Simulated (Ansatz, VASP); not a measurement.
# One calculation of NiO, two programs

INCAR

```
AGGAC = 1.0 ; AGGAX = 1.0
ALDAC = 0.0 ; ALDAX = 1.0
ALGO = Normal ; EDIFF = 1E-7
EDIFFG = -0.02 ; ENCUT = 600
GGA = B5 ; IBRION = 2
ISIF = 3 ; ISMEAR = -1
ISPIN = 2 ; IVDW = 12
LASPH = T ; LCHARG = F
LMAXMIX = 4 ; LORBIT = 11
LREAL = F ; LWAVE = F
MAGMOM = 1 0 ; NELM = 150
NSW = 80 ; PREC = Accurate
SIGMA = 0.05 ; VDW_A1 = 0.4298
VDW_A2 = 4.2359 ; VDW_S6 = 1.0
VDW_S8 = 2.6996
```

File KPOINTS:

```
k-points
0
Gamma
  11 11 11
```

File POSCAR:

```
NiO
1.0
    0.0000000000      2.0859016414      2.0859016414
    2.0859016414      0.0000000000      2.0859016414
    2.0859016414      2.0859016414      0.0000000000
Ni O
1 1
Direct
    0.0000000000      0.0000000000      0.0000000000
    0.5000000000      0.5000000000      0.5000000000
```

File input.yaml:

```yaml
crystal:
  lattice:
    - [0.0, 2.0859016414, 2.0859016414]
    - [2.0859016414, 0.0, 2.0859016414]
    - [2.0859016414, 2.0859016414, 0.0]
  atoms:
    - { symbol: Ni, position: [0.0, 0.0, 0.0], spin: 1.0 }
    - { symbol: O, position: [0.5, 0.5, 0.5] }
kpoints:
  mp_grid: { grid: [11, 11, 11] }
scf:
  occupations: { method: fermi_dirac, width: 0.05 }
hamiltonian:
  xc: blyp
  dispersion: d3bj
  pseudopotentials: { kind: all_electron, lapw: { basis_error: 0.001 } }
magnetization:
  spin_polarized: true
output:
  forces: true
  stress: true
relax:
  f_tol: 0.02
  max_steps: 60
  cell: {}
```

Alike in both runs: task relaxation of cell and atoms; functional BLYP; dispersion D3(BJ); k mesh 11 × 11 × 11; occupations fermi-dirac, width 0.05 eV; collinear spin.

```csv
,VASP,Ansatz
version,VASP 6.6.1,Ansatz 0.2.0
potentials or method,"VASP PAW PBE potentials, release 64 (Ni, O), cutoff 600 eV","all-electron LAPW, scalar-relativistic"
```

VASP gave:

* net moment per atom (μB): 0.85
* size of the moment on the site where the two differ most (μB): 1.39
* relaxed volume (Å³/atom): 9.31
* relaxed cell length with the largest relative difference (Å): 2.976

**Question.** Estimate Ansatz's values.

**Answer.** net moment per atom (μB): 0.90; size of the moment on the site where the two differ most (μB): 1.49; relaxed volume (Å³/atom): 9.37; relaxed cell length with the largest relative difference (Å): 2.981.

VASP's potentials were made for PBE, not for BLYP. Site moments also hang on the region over which each program counts them. Ansatz ran all-electron here, and VASP with PAW potentials.
